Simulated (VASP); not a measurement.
# TiW (Cmmm) in VASP: single point with LDA

Aim: the single point of TiW with LDA.

All numbers are computed with VASP 6.6.1; they aren't measurements. Logs are shortened: lines on timing, memory, paths and dates and some standing lists are left out, and cuts for length are marked.

## Step 1: The cell of the first run

The structure is orthorhombic, space group Cmmm (No. 65). The conventional cell has a = 3.187 Å, b = 4.509 Å, c = 4.468 Å, α = 90.00°, β = 90.00°, γ = 90.00°. Within 3.6 Å of Ti (site symmetry mmm) lie 8 W at 2.74 to 3.17 Å and 6 Ti at 2.76 to 3.19 Å. Within 3.6 Å of W (site symmetry mmm) lie 8 Ti at 2.74 to 3.17 Å and 6 W at 2.76 to 3.19 Å.

## Step 2: Single point, LDA

Contents of POSCAR:

```
TiW
1.0
    1.5937300000     -2.2546300000      0.0000000000
    1.5937300000      2.2546300000      0.0000000000
    0.0000000000      0.0000000000      4.4681200000
Ti W
1 1
Direct
    0.0000000000      0.0000000000      0.0000000000
    0.5000000000      0.5000000000      0.5000000000
```

Contents of INCAR.step1:

```
ALGO = Normal
EDIFF = 1E-6
ENCUT = 520
GGA = CA
ISIF = 2
ISMEAR = -1
LASPH = T
LCHARG = T
LMAXMIX = 4
LREAL = F
LWAVE = F
NBANDS = 20
NELM = 100
PREC = Accurate
SIGMA = 0.1
```

Contents of KPOINTS.step1:

```
k-points
0
Gamma
  10 10 6
```

Contents of INCAR.step2:

```
ALGO = Normal
EDIFF = 1E-6
ENCUT = 520
GGA = CA
ICHARG = 11
ISIF = 2
ISMEAR = -5
LASPH = T
LCHARG = F
LMAXMIX = 4
LORBIT = 11
LREAL = F
LWAVE = F
NBANDS = 20
NEDOS = 2001
NELM = 100
PREC = Accurate
SIGMA = 0.1
```

Contents of KPOINTS.step2:

```
k-points
0
Gamma
  15 15 9
```

Potentials or basis: VASP PAW LDA potentials, release 64 (Ti_sv, W_sv).

The run is started by

```sh
cat potpaw_LDA.64/Ti_sv/POTCAR potpaw_LDA.64/W_sv/POTCAR > POTCAR
cp INCAR.step1 INCAR
cp KPOINTS.step1 KPOINTS
mpirun -np 1 vasp_std > vasp.out
cp INCAR.step2 INCAR
cp KPOINTS.step2 KPOINTS
mpirun -np 1 vasp_std > vasp.out
```

OUTCAR:

```text
EDIFF = 1E-6
   ENCUT = 520
   GGA = CA
   ICHARG = 11
   ISIF = 2
   ISMEAR = -5
   LASPH = T
   LORBIT = 11
   LREAL = F
   NELM = 100
   PREC = Accurate

 ion  position               nearest neighbor table
   1  0.000  0.000  0.000-   2 2.74   2 2.74   2 2.74   2 2.74   2 3.17   2 3.17   2 3.17   2 3.17

   2  0.500  0.500  0.500-   1 2.74   1 2.74   1 2.74   1 2.74   1 3.17   1 3.17   1 3.17   1 3.17

  LATTYP: Found a base centered orthorhombic cell.
 ALAT       =     3.1874600000
 B/A-ratio  =     1.4146875569
 C/A-ratio  =     1.4017807282

  Lattice vectors:

 A1 = (   1.5937300000,  -2.2546300000,   0.0000000000)
 A2 = (   1.5937300000,   2.2546300000,   0.0000000000)
 A3 = (   0.0000000000,   0.0000000000,   4.4681200000)

Analysis of symmetry for initial positions (statically):
=====================================================================
 Subroutine PRICEL returns:
 Original cell was already a primitive cell.

 Routine SETGRP: Setting up the symmetry group for a
 base centered orthorhombic supercell.

 Subroutine GETGRP returns: Found  8 space group operations
 (whereof  8 operations were pure point group operations)
 out of a pool of  8 trial point group operations.

The static configuration has the point symmetry D_2h.

Analysis of symmetry for dynamics (positions and initial velocities):
=====================================================================
 Subroutine PRICEL returns:
 Original cell was already a primitive cell.

 Routine SETGRP: Setting up the symmetry group for a
 base centered orthorhombic supercell.

 Subroutine GETGRP returns: Found  8 space group operations
 (whereof  8 operations were pure point group operations)
 out of a pool of  8 trial point group operations.

The dynamic configuration has the point symmetry D_2h.

 Subroutine INISYM returns: Found  8 space group operations
 (whereof  8 operations are pure point group operations),
 and found     1 'primitive' translations

----------------------------------------------------------------------------------------

                                     Primitive cell

  volume of cell :      32.1103

  direct lattice vectors                    reciprocal lattice vectors
     1.593730000 -2.254630000  0.000000000     0.313729427 -0.221765877  0.000000000
     1.593730000  2.254630000  0.000000000     0.313729427  0.221765877  0.000000000
     0.000000000  0.000000000  4.468120000     0.000000000  0.000000000  0.223807776

  length of vectors
     2.761038165  2.761038165  4.468120000     0.384195598  0.384195598  0.223807776

  position of ions in fractional coordinates (direct lattice)
     0.000000000  0.000000000  0.000000000
     0.500000000  0.500000000  0.500000000

  ion indices of the primitive-cell ions
   primitive index   ion index
                 1           1
                 2           2

----------------------------------------------------------------------------------------

 KPOINTS: k-points

Automatic generation of k-mesh.
 Grid dimensions read from file:
 generate k-points for:   15   15    9

 Generating k-lattice:

  Cartesian coordinates                     Fractional coordinates (reciprocal lattice)
     0.020915295 -0.014784392  0.000000000     0.066666667  0.000000000  0.000000000
     0.020915295  0.014784392  0.000000000     0.000000000  0.066666667  0.000000000
     0.000000000  0.000000000  0.024867531     0.000000000  0.000000000  0.111111111

  Length of vectors
     0.025613040  0.025613040  0.024867531

  Shift w.r.t. Gamma in fractional coordinates (k-lattice)
     0.000000000  0.000000000  0.000000000

 TETIRR: Found   3044 inequivalent tetrahedra from    12150

 Subroutine IBZKPT returns following result:
 ===========================================

 Found    320 irreducible k-points:

 Following reciprocal coordinates:
            Coordinates               Weight
  0.000000  0.000000  0.000000      1.000000
  0.066667  0.000000  0.000000      4.000000
  0.133333  0.000000  0.000000      4.000000
  0.200000  0.000000  0.000000      4.000000
  0.266667  0.000000  0.000000      4.000000
  0.333333  0.000000  0.000000      4.000000
[... 16 lines left out ...]
  0.133333  0.133333  0.000000      2.000000
  0.200000  0.133333  0.000000      4.000000
 [... further k-points ...]
   k-points           NKPTS =    320   k-points in BZ     NKDIM =    320   number of bands    NBANDS=     20
   number of dos      NEDOS =   2001   number of ions     NIONS =      2
   total plane-waves  NPLWV =  20736
   dimension x,y,z NGX =    24 NGY =   24 NGZ =   36
   dimension x,y,z NGXF=    48 NGYF=   48 NGZF=   72
   ions per type =               1   1
   NGX,Y,Z   is equivalent  to a cutoff of  14.45, 14.45, 13.39 a.u.
   NGXF,Y,Z  is equivalent  to a cutoff of  28.90, 28.90, 26.79 a.u.
 SYSTEM =  unknown system
   PREC   = accura    normal or accurate (medium, high low for compatibility)
   ISTART =      0    job   : 0-new  1-cont  2-samecut
   ICHARG =     11    charge: 1-file 2-atom 10-const
   ISPIN  =      1    spin polarized calculation?
   LNONCOLLINEAR =      F non collinear calculations
   LSORBIT =      F    spin-orbit coupling
   LASPH  =      T    aspherical Exc in radial PAW
   ENCUT  =  520.0 eV  38.22 Ry    6.18 a.u.   5.13  5.13  8.31*2*pi/ulx,y,z
   NELM   =    100;   NELMIN=  2; NELMDL=  0     # of ELM steps
   EDIFF  = 0.1E-05   stopping-criterion for ELM
   LREAL  =      F    real-space projection
   EDIFFG = 0.1E-04   stopping-criterion for IOM
   NSW    =      0    number of steps for IOM
   IBRION =     -1    ionic relax: 0-MD 1-quasi-New 2-CG
   NFREE  =      0    steps in history (QN), initial steepest desc. (CG)
   ISIF   =      2    stress and relaxation
   ISYM   =      2    0-nonsym 1-usesym 2-fastsym
   POTIM  = 0.5000    time-step for ionic-motion
   TEBEG  =    0.0;   TEEND  =   0.0 temperature during run
   PSTRESS=    0.0 pullay stress
   NELECT =      26.0000    total number of electrons
   NUPDOWN=      -1.0000    fix difference up-down
   EMIN   =  10.00;   EMAX   =-10.00  energy-range for DOS
   EFERMI =   0.00;   METHOD = LEGACY
   ISMEAR =    -5;   SIGMA  =   0.10  broadening in eV -4-tet -1-fermi 0-gaus
   EFERMI_NEDOS =   21; number of points for ismear=-14 and -15
   IALGO  =     38    algorithm
   IMIX   =      4    mixing-type and parameters
     AMIX     =   0.40;   BMIX     =  1.00
     AMIX_MAG =   1.60;   BMIX_MAG =  1.00
  volume/ion in A,a.u.               =      16.06       108.35
  Fermi-wavevector in a.u.,A,eV,Ry     =   1.525870  2.883477 31.678181  2.328281
  Thomas-Fermi vector in A             =   2.633982
   LORBIT       =     11    0 simple, 1 ext, 2 COOP (PROOUT), +10 PAW based schemes
   GGA     = CA    functional components
   LHFCALC =     F    Hartree Fock is set to
   AEXX    =    0.0000 exact exchange contribution
   IVDW    =     0    specifies the selected vdW correction
   LEPSILON=     F    determine dielectric tensor
   LRPA    =     F    only Hartree local field effects (RPA)
 non-spin polarized calculation
 Fermi weights with tetrahedron method with Bloechl corrections
  energy-cutoff  :      520.00
  volume of cell :       32.11
 maximum number of plane-waves:       878
 NGX is ok and might be reduce to    24

 number of electron      25.9999999 magnetization

 Free energy of the ion-electron system (eV)
  ---------------------------------------------------
  ext. energy  EPLUGINS =         0.00000000
  ---------------------------------------------------
  free energy    TOTEN  =       -22.71129636 eV

  energy without entropy =      -22.71129636  energy(sigma->0) =      -22.71129636

 E-fermi :   9.5224     XC(G=0): -12.9756

 val. band max:        9.5808440740   @ k =  -0.0667   0.0667   0.2222
 cond. band min:       9.4750463063   @ k =  -0.2000   0.2000   0.2222
 fundamental gap:     -0.1057977677
 Fermi energy:         9.5224167217

 k-point     1 :       0.0000    0.0000    0.0000
  band No.  band energies     occupation
      1     -63.4112      2.00000
      2     -46.1148      2.00000
      3     -27.9616      2.00000
      4     -27.5270      2.00000
      5     -27.3314      2.00000
      6     -22.6562      2.00000
[... 12 lines left out ...]
     19      13.0561      0.00000
     20      15.0848      0.00000

 k-point     2 :       0.0667    0.0000    0.0000
  band No.  band energies     occupation
      1     -63.4085      2.00000
      2     -46.1109      2.00000
      3     -27.9551      2.00000
      4     -27.5479      2.00000
      5     -27.3524      2.00000
      6     -22.6556      2.00000
[... 12 lines left out ...]
     19      13.2290      0.00000
     20      15.3195      0.00000

 k-point     3 :       0.1333    0.0000    0.0000
  band No.  band energies     occupation
      1     -63.4007      2.00000
      2     -46.0998      2.00000
      3     -27.9366      2.00000
      4     -27.6260      2.00000
      5     -27.3918      2.00000
      6     -22.6541      2.00000
[... 12 lines left out ...]
     19      13.3704      0.00000
     20      16.0346      0.00000

 k-point     4 :       0.2000    0.0000    0.0000
  band No.  band energies     occupation
      1     -63.3894      2.00000
      2     -46.0834      2.00000
      3     -27.9092      2.00000
      4     -27.7689      2.00000
      5     -27.4188      2.00000
      6     -22.6694      2.00000
[... 429 lines left out ...]
 k-point    23 :       0.1333    0.1333    0.0000
  band No.  band energies     occupation
      1     -63.3885      2.00000
      2     -46.0816      2.00000
      3     -27.9011      2.00000
      4     -27.7172      2.00000
      5     -27.5016      2.00000
      6     -22.6602      2.00000
[... 12 lines left out ...]
     19      13.1074      0.00000
     20      17.5617      0.00000

 k-point    24 :       0.2000    0.1333    0.0000
  band No.  band energies     occupation
      1     -63.3770      2.00000
      2     -46.0649      2.00000
      3     -27.8728      2.00000
      4     -27.8246      2.00000
      5     -27.5670      2.00000
      6     -22.7132      2.00000
[... 12 lines left out ...]
     19      13.3260      0.00000
     20      18.5368      0.00000

 [... further k-points ...]
[... 5 lines left out ...]
  --------------------------------------------------------------------------------------
  -------------------------------------------------------------------------------------
  Total       -2.3071632     -1.7185183     -2.3275325      0.0000000      0.0000000      0.0000000
  in kB     -115.1182158    -85.7471909   -116.1345610      0.0000000      0.0000000      0.0000000
  external PRESSURE =    -105.6666559 kB  Pullay stress =       0.0000000 kB

 VOLUME and BASIS-vectors are now :
 -----------------------------------------------------------------------------
  energy-cutoff  :      520.00
  volume of cell :       32.11
      direct lattice vectors                 reciprocal lattice vectors
     1.593730000 -2.254630000  0.000000000     0.313729427 -0.221765877  0.000000000
     1.593730000  2.254630000  0.000000000     0.313729427  0.221765877  0.000000000
     0.000000000  0.000000000  4.468120000     0.000000000  0.000000000  0.223807776

 POSITION                                       TOTAL-FORCE (eV/Angst)
 -----------------------------------------------------------------------------------
      0.00000      0.00000      0.00000        -0.000000      0.000000      0.000000
      1.59373      0.00000      2.23406         0.000000     -0.000000      0.000000
 -----------------------------------------------------------------------------------
    total drift:                                0.000000      0.000000     -0.000000

  FREE ENERGIE OF THE ION-ELECTRON SYSTEM (eV)
  ---------------------------------------------------
  free  energy   TOTEN  =       -22.7112963634 eV

  energy  without entropy=      -22.7112963634  energy(sigma->0) =      -22.71129636

 total charge

# of ion       s       p       d       tot
------------------------------------------
    1        2.244   6.161   1.975  10.380
    2        2.422   6.254   3.420  12.096
--------------------------------------------------
tot          4.666  12.415   5.395  22.475
```

It took 3.1 min on 1 thread of Intel Xeon 8259CL, shared host; peak memory 0.32 GiB.

What came out:

```yaml
Valence_electrons_inside_the_program's_atomic_spheres: Ti 10.38; W 12.10
```

Levels at points of the mesh, in eV from the Fermi level:
```csv
k point,band 9,band 10,band 11,band 12,band 13,band 14,band 15,band 16,band 17,band 18
"(0.00, 0.00, 0.00)",-7.57,-4.05,-2.04,0.29,0.44,0.62,1.62,2.87,2.92,2.97
```

Caveat: spin-orbit coupling is left out, which moves the levels of the heavy elements; tetrahedron occupations give inexact forces and stress in metals.
